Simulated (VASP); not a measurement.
Here is a VASP 6.6.1 calculation.

File INCAR:

```
SYSTEM = Gd2NbO
PREC = Accurate ; ENCUT = 520
EDIFF = 1E-7 ; ISMEAR = 0
SIGMA = 0.1 ; LREAL = .False.
LASPH = .True. ; NELM = 150
ALGO = Normal ; ISIF = 2
LWAVE = .False. ; LCHARG = .False.
ISPIN = 2 ; MAGMOM = 7 -7 0 0
LORBIT = 11 ; LMAXMIX = 6
GGA = PE ; NBANDS = 40
```

KPOINTS

```
Automatic mesh
0
Gamma
  6 6 4
  0 0 0
```

POSCAR

```
Gd2NbO
1.0
    4.7020455500      0.0000000000      0.0000000000
   -2.3510227700      4.0720909000      0.0000000000
    0.0000000000      0.0000000000      4.3487877400
Gd Nb O
2 1 1
Direct
    0.3333333300      0.6666666700      0.0000000000
    0.6666666700      0.3333333300      0.0000000000
    0.0000000000      0.0000000000      0.0000000000
    0.0000000000      0.0000000000      0.5000000000
```

Potentials or basis: VASP PAW PBE potentials, release 64 (Gd, Nb_sv, O).

Run with:

```console
$ cat potpaw_PBE.64/Gd/POTCAR potpaw_PBE.64/Nb_sv/POTCAR potpaw_PBE.64/O/POTCAR > POTCAR
$ mpirun -np 1 vasp_std > vasp.out
```

Q: Predict the net moment.

A: 0.00 μB per cell.

Q: Estimate the pressure.

A: 15.2 GPa.

Stress tensor (GPa, compression positive):
```
 29.26   0.00   0.00
  0.00  29.26   0.00
  0.00   0.00 -13.06
```

Caveat: the k points lie up to 0.36 Å⁻¹ apart. The state reached can hang on the start; a lower one may exist.
